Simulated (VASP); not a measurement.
Input of a VASP 6.6.1 run:

Contents of INCAR:

```
ALGO = Fast ; EDIFF = 1E-7
ENCUT = 520 ; GGA = PS
ISIF = 2 ; ISMEAR = 0
LASPH = True ; LCHARG = False
LREAL = False ; LWAVE = False
NBANDS = 17 ; NELM = 100
PREC = Accurate ; SIGMA = 0.1
```

The input KPOINTS:

```
k-points
0
Gamma
  12 12 6
```

The input POSCAR:

```
Sr
1.0
    4.1945373319      0.0000000000      0.0000000000
   -2.0972686660      3.6325758865      0.0000000000
    0.0000000000      0.0000000000      6.8785252635
Sr
2
Direct
    0.3333333333      0.6666666667      0.2500000000
    0.6666666667      0.3333333333      0.7500000000
```

Potentials or basis: VASP PAW PBE potentials, release 64 (Sr_sv).

Run with:

```bash
$ cat potpaw_PBE.64/Sr_sv/POTCAR > POTCAR
$ mpirun -np 1 vasp_std > vasp.out
```

Question: Estimate the pressure.

Answer: 0.0 GPa.

Question: Estimate the band gap on the k mesh.

Answer: Zero (band 10 reaches 1.81 eV, above the bottom of band 11 at 1.58 eV).

Caveat: the PAW data sets were made with another functional, which shifts forces and pressure a little.
